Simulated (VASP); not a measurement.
# Rh (Cmcm) in VASP: further runs

The runs below take Rh through single point, with LDA.

Everything below comes from runs of VASP 6.6.1. Logs are shortened: lines on timing, memory, paths and dates and some standing lists are left out, and cuts for length are marked.

## Step 1: The cell of the first run

Symmetry: Cmcm, No. 63, orthorhombic system. Conventional cell: a = 2.799 Å, b = 4.730 Å, c = 4.428 Å, α = 90.00°, β = 90.00°, γ = 90.00°. Rh (site symmetry m2m) has 12 Rh at 2.72 to 2.80 Å within 3.6 Å.

## Step 2: Single point, LDA (strain +0.0250 x Voigt [1, 0, 0, 0, 0, 0])

Input file INCAR:

```
SYSTEM = Rh
PREC = Accurate ; ENCUT = 520
EDIFF = 1E-7 ; ISMEAR = 1
SIGMA = 0.02 ; LREAL = .False.
LASPH = .True. ; NELM = 80
ALGO = Fast ; ISIF = 2
LWAVE = .False. ; LCHARG = .True.
LELF = .True. ; LVHAR = .True.
NBANDS = 22
```

Input file KPOINTS:

```
Automatic mesh
0
Gamma
  18 18 12
  0 0 0
```

Input file POSCAR:

```
Rh
1.0
    2.7992535183      0.0000000000      0.0000000000
   -1.3996267591      2.3650972278      0.0000000000
    0.0000000000      0.0000000000      4.4284890000
Rh
2
Direct
    0.6666666667      0.3333333333      0.7500000000
    0.3333333333      0.6666666667      0.2500000000
```

Potentials or basis: VASP PAW LDA potentials, release 64 (Rh_pv).

The run is started by

```
> cat potpaw_LDA.64/Rh_pv/POTCAR > POTCAR
> mpirun -np 1 vasp_std > vasp.out
```

OUTCAR:

```text
SYSTEM = Rh
   PREC = Accurate
   ENCUT = 520
   EDIFF = 1E-7
   ISMEAR = 1
   LREAL = .False.
   LASPH = .True.
   NELM = 80
   ISIF = 2

 ion  position               nearest neighbor table
   1  0.667  0.333  0.750-   2 2.72   2 2.72   2 2.74   2 2.74   2 2.74   2 2.74
   2  0.333  0.667  0.250-   1 2.72   1 2.72   1 2.74   1 2.74   1 2.74   1 2.74

  Warning from LATTYP: Monoclinic adjustment (A1->A3, A2->A1, A3->A2)!
  LATTYP: Found a base centered orthorhombic cell.
 ALAT       =     2.7992535183
 B/A-ratio  =     1.6898056659
 C/A-ratio  =     1.5820249831

  Lattice vectors:

 A1 = (   1.3996267591,  -2.3650972278,   0.0000000000)
 A2 = (   1.3996267592,   2.3650972278,   0.0000000000)
 A3 = (   0.0000000000,   0.0000000000,   4.4284890000)

Analysis of symmetry for initial positions (statically):
=====================================================================
 Subroutine PRICEL returns:
 Original cell was already a primitive cell.

 Routine SETGRP: Setting up the symmetry group for a
 base centered orthorhombic supercell.

 Subroutine GETGRP returns: Found  8 space group operations
 (whereof  4 operations were pure point group operations)
 out of a pool of  8 trial point group operations.

The static configuration has the point symmetry C_2h.
 The point group associated with its full space group is D_2h.

Analysis of symmetry for dynamics (positions and initial velocities):
=====================================================================
 Subroutine PRICEL returns:
 Original cell was already a primitive cell.

 Routine SETGRP: Setting up the symmetry group for a
 base centered orthorhombic supercell.

 Subroutine GETGRP returns: Found  8 space group operations
 (whereof  4 operations were pure point group operations)
 out of a pool of  8 trial point group operations.

The dynamic configuration has the point symmetry C_2h.
 The point group associated with its full space group is D_2h.

 Subroutine INISYM returns: Found  8 space group operations
 (whereof  4 operations are pure point group operations),
 and found     1 'primitive' translations

----------------------------------------------------------------------------------------

                                     Primitive cell

  volume of cell :      29.3188

  direct lattice vectors                    reciprocal lattice vectors
     2.799253518  0.000000000  0.000000000     0.357238097  0.211407799  0.000000000
    -1.399626759  2.365097228  0.000000000     0.000000000  0.422815599  0.000000000
     0.000000000  0.000000000  4.428489000     0.000000000  0.000000000  0.225810655

  length of vectors
     2.799253518  2.748206681  4.428489000     0.415105186  0.422815599  0.225810655

  position of ions in fractional coordinates (direct lattice)
     0.666666667  0.333333333  0.750000000
     0.333333333  0.666666667  0.250000000

  ion indices of the primitive-cell ions
   primitive index   ion index
                 1           1
                 2           2

----------------------------------------------------------------------------------------

 KPOINTS: Automatic mesh

Automatic generation of k-mesh.
 Grid dimensions read from file:
 generate k-points for:   18   18   12

 Generating k-lattice:

  Cartesian coordinates                     Fractional coordinates (reciprocal lattice)
     0.019846561  0.011744878  0.000000000     0.055555556  0.000000000  0.000000000
     0.000000000  0.023489755  0.000000000     0.000000000  0.055555556  0.000000000
     0.000000000  0.000000000  0.018817555     0.000000000  0.000000000  0.083333333

  Length of vectors
     0.023061399  0.023489755  0.018817555

  Shift w.r.t. Gamma in fractional coordinates (k-lattice)
     0.000000000  0.000000000  0.000000000

 Subroutine IBZKPT returns following result:
 ===========================================

 Found    637 irreducible k-points:

 Following reciprocal coordinates:
            Coordinates               Weight
  0.000000  0.000000  0.000000      1.000000
  0.055556 -0.000000  0.000000      4.000000
  0.111111 -0.000000  0.000000      4.000000
  0.166667 -0.000000  0.000000      4.000000
  0.222222 -0.000000  0.000000      4.000000
  0.277778 -0.000000  0.000000      4.000000
[... 16 lines left out ...]
 -0.333333  0.055556  0.000000      4.000000
 -0.277778  0.055556  0.000000      4.000000
 [... further k-points ...]
   k-points           NKPTS =    637   k-points in BZ     NKDIM =    637   number of bands    NBANDS=     22
   number of dos      NEDOS =    301   number of ions     NIONS =      2
   total plane-waves  NPLWV =  17280
   dimension x,y,z NGX =    24 NGY =   20 NGZ =   36
   dimension x,y,z NGXF=    48 NGYF=   40 NGZF=   72
   ions per type =               2
   NGX,Y,Z   is equivalent  to a cutoff of  14.25, 12.10, 13.51 a.u.
   NGXF,Y,Z  is equivalent  to a cutoff of  28.51, 24.20, 27.03 a.u.
 SYSTEM =  Rh
   PREC   = accura    normal or accurate (medium, high low for compatibility)
   ISTART =      0    job   : 0-new  1-cont  2-samecut
   ICHARG =      2    charge: 1-file 2-atom 10-const
   ISPIN  =      1    spin polarized calculation?
   LNONCOLLINEAR =      F non collinear calculations
   LSORBIT =      F    spin-orbit coupling
   LASPH  =      T    aspherical Exc in radial PAW
   ENCUT  =  520.0 eV  38.22 Ry    6.18 a.u.   5.20  5.11  8.23*2*pi/ulx,y,z
   NELM   =     80;   NELMIN=  2; NELMDL= -5     # of ELM steps
   EDIFF  = 0.1E-06   stopping-criterion for ELM
   LREAL  =      F    real-space projection
   EDIFFG = 0.1E-05   stopping-criterion for IOM
   NSW    =      0    number of steps for IOM
   IBRION =     -1    ionic relax: 0-MD 1-quasi-New 2-CG
   NFREE  =      0    steps in history (QN), initial steepest desc. (CG)
   ISIF   =      2    stress and relaxation
   ISYM   =      2    0-nonsym 1-usesym 2-fastsym
   POTIM  = 0.5000    time-step for ionic-motion
   TEBEG  =    0.0;   TEEND  =   0.0 temperature during run
   PSTRESS=    0.0 pullay stress
   NELECT =      30.0000    total number of electrons
   NUPDOWN=      -1.0000    fix difference up-down
   EMIN   =  10.00;   EMAX   =-10.00  energy-range for DOS
   EFERMI =   0.00;   METHOD = LEGACY
   ISMEAR =     1;   SIGMA  =   0.02  broadening in eV -4-tet -1-fermi 0-gaus
   EFERMI_NEDOS =   21; number of points for ismear=-14 and -15
   IALGO  =     68    algorithm
   IMIX   =      4    mixing-type and parameters
     AMIX     =   0.40;   BMIX     =  1.00
     AMIX_MAG =   1.60;   BMIX_MAG =  1.00
  volume/ion in A,a.u.               =      14.66        98.93
  Fermi-wavevector in a.u.,A,eV,Ry     =   1.649680  3.117443 37.027485  2.721443
  Thomas-Fermi vector in A             =   2.738758
   LORBIT       =      0    0 simple, 1 ext, 2 COOP (PROOUT), +10 PAW based schemes
   GGA     = CA    functional components
   LHFCALC =     F    Hartree Fock is set to
   AEXX    =    0.0000 exact exchange contribution
   IVDW    =     0    specifies the selected vdW correction
   LEPSILON=     F    determine dielectric tensor
   LRPA    =     F    only Hartree local field effects (RPA)
 non-spin polarized calculation
 RMM-DIIS sequential band-by-band and
 Methfessel and Paxton  Order N= 1 SIGMA  =   0.02
  energy-cutoff  :      520.00
  volume of cell :       29.32
 maximum number of plane-waves:       808
 NGX is ok and might be reduce to    24
   NGX = 11   NGY = 11   NGZ = 17

 number of electron      30.0000003 magnetization

 Free energy of the ion-electron system (eV)
  ---------------------------------------------------
  ext. energy  EPLUGINS =         0.00000000
  ---------------------------------------------------
  free energy    TOTEN  =       -17.06115739 eV

  energy without entropy =      -17.06113270  energy(sigma->0) =      -17.06114916

 E-fermi :  10.6554     XC(G=0): -13.9453

 val. band max:       10.6553558973   @ k =   0.2222   0.1111   0.5000
 cond. band min:      10.6564269122   @ k =   0.4444   0.1667   0.0000
 fundamental gap:      0.0010710149
 Fermi energy:        10.6554076931

 k-point     1 :       0.0000    0.0000    0.0000
  band No.  band energies     occupation
      1     -36.1206      2.00000
      2     -35.5702      2.00000
      3     -35.5694      2.00000
      4     -35.4946      2.00000
      5     -35.4775      2.00000
      6     -35.4755      2.00000
[... 14 lines left out ...]
     21      28.7774      0.00000
     22      29.1970      0.00000

 k-point     2 :       0.0556   -0.0000    0.0000
  band No.  band energies     occupation
      1     -36.1148      2.00000
      2     -35.5825      2.00000
      3     -35.5736      2.00000
      4     -35.4972      2.00000
      5     -35.4901      2.00000
      6     -35.4779      2.00000
[... 14 lines left out ...]
     21      28.8880      0.00000
     22      29.2211      0.00000

 k-point     3 :       0.1111   -0.0000    0.0000
  band No.  band energies     occupation
      1     -36.0978      2.00000
      2     -35.6188      2.00000
      3     -35.5851      2.00000
      4     -35.5277      2.00000
      5     -35.5050      2.00000
      6     -35.4833      2.00000
[... 14 lines left out ...]
     21      28.9443      0.00000
     22      29.1794      0.00000

 k-point     4 :       0.1667   -0.0000    0.0000
  band No.  band energies     occupation
      1     -36.0708      2.00000
      2     -35.6744      2.00000
      3     -35.6031      2.00000
      4     -35.5839      2.00000
      5     -35.5181      2.00000
      6     -35.4919      2.00000
[... 14 lines left out ...]
     21      28.7017      0.00000
     22      29.1965      0.00000

 k-point     5 :       0.2222   -0.0000    0.0000
  band No.  band energies     occupation
      1     -36.0354      2.00000
      2     -35.7427      2.00000
      3     -35.6554      2.00000
      4     -35.6210      2.00000
      5     -35.5364      2.00000
      6     -35.5028      2.00000
[... 417 lines left out ...]
 k-point    22 :      -0.3889    0.0556    0.0000
  band No.  band energies     occupation
      1     -35.9264      2.00000
      2     -35.9078      2.00000
      3     -35.8149      2.00000
      4     -35.6810      2.00000
      5     -35.6019      2.00000
      6     -35.5415      2.00000
[... 14 lines left out ...]
     21      24.1347      0.00000
     22      26.0166      0.00000

 k-point    23 :      -0.3333    0.0556    0.0000
  band No.  band energies     occupation
      1     -35.9699      2.00000
      2     -35.8447      2.00000
      3     -35.7560      2.00000
      4     -35.6619      2.00000
      5     -35.5741      2.00000
      6     -35.5305      2.00000
[... 14 lines left out ...]
     21      25.1110      0.00000
     22      26.8627      0.00000

 k-point    24 :      -0.2778    0.0556    0.0000
  band No.  band energies     occupation
      1     -36.0127      2.00000
      2     -35.7737      2.00000
      3     -35.6912      2.00000
      4     -35.6373      2.00000
      5     -35.5491      2.00000
      6     -35.5179      2.00000
[... 14 lines left out ...]
     21      26.1785      0.00000
     22      27.8183      0.00000

 [... further k-points ...]
[... 5 lines left out ...]
  --------------------------------------------------------------------------------------
  -------------------------------------------------------------------------------------
  Total       -4.8120617     -3.8859493     -4.2524649     -0.0000000      0.0000000      0.0000000
  in kB     -262.9631960   -212.3542252   -232.3830878     -0.0000000      0.0000000      0.0000000
  external PRESSURE =    -235.9001697 kB  Pullay stress =       0.0000000 kB

 VOLUME and BASIS-vectors are now :
 -----------------------------------------------------------------------------
  energy-cutoff  :      520.00
  volume of cell :       29.32
      direct lattice vectors                 reciprocal lattice vectors
     2.799253518  0.000000000  0.000000000     0.357238097  0.211407799  0.000000000
    -1.399626759  2.365097228  0.000000000     0.000000000  0.422815599  0.000000000
     0.000000000  0.000000000  4.428489000     0.000000000  0.000000000  0.225810655

 POSITION                                       TOTAL-FORCE (eV/Angst)
 -----------------------------------------------------------------------------------
      1.39963      0.78837      3.32137         0.000000      0.040573      0.000000
     -0.00000      1.57673      1.10712        -0.000000     -0.040573     -0.000000
 -----------------------------------------------------------------------------------
    total drift:                               -0.000000      0.000000     -0.000000

  FREE ENERGIE OF THE ION-ELECTRON SYSTEM (eV)
  ---------------------------------------------------
  free  energy   TOTEN  =       -17.0611573914 eV

  energy  without entropy=      -17.0611327025  energy(sigma->0) =      -17.06114916
```

Wall time 3.4 min (1 thread of Intel Xeon 6975P-C, shared host); peak memory 0.39 GiB.

What came out:

* Free energy: -17.0612 eV
* Pressure: -23.6 GPa
* Largest force: 0.041 eV/Å
* Band gap on the k mesh: zero (band 15 reaches 11.25 eV, above the bottom of band 16 at 9.04 eV)

Forces on the atoms (eV/Å):
```
Rh   0.000  0.041  0.000
Rh   0.000 -0.041  0.000
```

Stress tensor (GPa, compression positive):
```
-26.30   0.00   0.00
  0.00 -21.24   0.00
  0.00   0.00 -23.24
```

Caveat: the cell differs from its parent crystal (strain +0.0250 x Voigt [1, 0, 0, 0, 0, 0]).

[end of part 1 of 2]
